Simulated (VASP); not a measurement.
Here is a VASP 6.6.1 calculation.

File INCAR:

```
  PREC = Accurate
  ENCUT = 500
  EDIFF = 1E-6
  ISMEAR = 0
  SIGMA = 0.1
  LREAL = F
  LASPH = T
  NELM = 200
  ALGO = Normal
  ISIF = 2
  LWAVE = F
  LCHARG = F
  GGA = PE
  NBANDS = 43
  GGA_COMPAT = F
  LMAXMIX = 6
```

File KPOINTS:

```
regular mesh
0
Gamma
  6 6 6
```

POSCAR

```
Er3Se
1.0
    5.9563395885      0.0000000000      0.0000000000
    0.0000000000      5.9563395885      0.0000000000
    0.0000000000      0.0000000000      5.9563395885
Er Se
6 2
Direct
    0.2500000000      0.0000000000      0.5000000000
    0.5000000000      0.7500000000      0.0000000000
    0.7500000000      0.0000000000      0.5000000000
    0.5000000000      0.2500000000      0.0000000000
    0.0000000000      0.5000000000      0.7500000000
    0.0000000000      0.5000000000      0.2500000000
    0.0000000000      0.0000000000      0.0000000000
    0.5000000000      0.5000000000      0.5000000000
```

Potentials or basis: VASP PAW PBE potentials, release 64 (Er_3, Se), 4f in core.

Run with:

```sh
$ cat potpaw_PBE.64/Er_3/POTCAR potpaw_PBE.64/Se/POTCAR > POTCAR
$ mpirun -np 1 vasp_std > vasp.out
```

**Question.** What does it give for the band gap on the k mesh?

**Answer.** Zero (bands 33 and 34 overlap by 1.24 eV).

**Question.** What does it give for the pressure?

**Answer.** 0.7 GPa.

Caveat: spin-orbit coupling is left out, which moves the levels of the heavy elements; the 4f electrons are frozen in the core, so they carry no moment and show no levels; the run has no spin polarisation, though such a crystal can be magnetic. Spin polarisation is off, so any magnetic state and its effect on volume and gap are missing.
